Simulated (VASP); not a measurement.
A run of VASP 6.6.1 is set up as follows.

File INCAR:

```
PREC = Accurate
ENCUT = 500
EDIFF = 1E-6
ISMEAR = 0
SIGMA = 0.01
LREAL = False
LASPH = True
NELM = 120
ALGO = Normal
ISIF = 2
LWAVE = False
LCHARG = False
GGA = PS
NBANDS = 11
GGA_COMPAT = False
```

File KPOINTS:

```
Automatic mesh
0
Gamma
  8 8 8
```

Contents of POSCAR:

```
AlP
1.0
    0.0000000000      2.7168153219      2.7168153219
    2.7168153219      0.0000000000      2.7168153219
    2.7168153219      2.7168153219      0.0000000000
Al P
1 1
Direct
    0.0000000000      0.0000000000      0.0000000000
    0.7500000000      0.7500000000      0.7500000000
```

Potentials or basis: VASP PAW PBE potentials, release 64 (Al, P).

Run with:

```console
$ cat potpaw_PBE.64/Al/POTCAR potpaw_PBE.64/P/POTCAR > POTCAR
$ mpirun -np 1 vasp_std > vasp.out
```

(1) What does it give for the band gap on the k mesh?

(2) What does it give for the pressure?

Results:

(1) 1.41 eV, indirect (least direct gap 3.33 eV).

(2) 1.9 GPa.

Caveat: the PAW data sets were made with another functional, which shifts forces and pressure a little.
